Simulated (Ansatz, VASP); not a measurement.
## Two plane-wave programs on SiO2

```
CELL_PARAMETERS angstrom
4.23588 0.00000 0.00000
0.00000 4.03806 0.00000
0.00000 0.00000 2.68977
ATOMIC_POSITIONS crystal
Si 0.50000 0.50000 0.50000
Si 0.00000 0.00000 0.00000
O 0.71164 0.67438 0.00000
O 0.21164 0.82562 0.50000
O 0.28836 0.32562 0.00000
O 0.78836 0.17438 0.50000
```

Change from the starting cell: mode 4 frozen in at +0.112 Å, normal strain along y -0.0467.

Alike in both runs: task single point; functional PBE; k mesh 6 × 6 × 8; occupations gaussian, width 0.05 eV; no spin polarisation.

|  | VASP | Ansatz |
| --- | --- | --- |
| version | VASP 6.6.1 | Ansatz 0.2.0 |
| potentials or method | VASP PAW PBE potentials, release 64 (Si, O), cutoff 520 eV | scalar-relativistic, plane waves, PAW |
| valence electrons in the cell | 32 | 32 |

|  | VASP | Ansatz | Ansatz less VASP |
| --- | --- | --- | --- |
| gap on the k mesh at the Fermi level (eV) | 5.66 | 5.68 | +0.019 |
| least direct gap on the mesh (eV) | 5.66 | 5.68 | +0.019 |
| pressure (GPa) | 13.8 | 13.6 | -0.27 |
| traceless stress, the component that is largest in VASP (GPa) | 14.84 | 15.09 | +0.245 |
| rms of the force components (eV/Å) | 0.238 | 0.234 | -0.0043 |

Atom by atom the forces differ by 0.007 eV/Å (rms over components). The functional is the same, so the differences come from potentials, cutoffs and numerics.
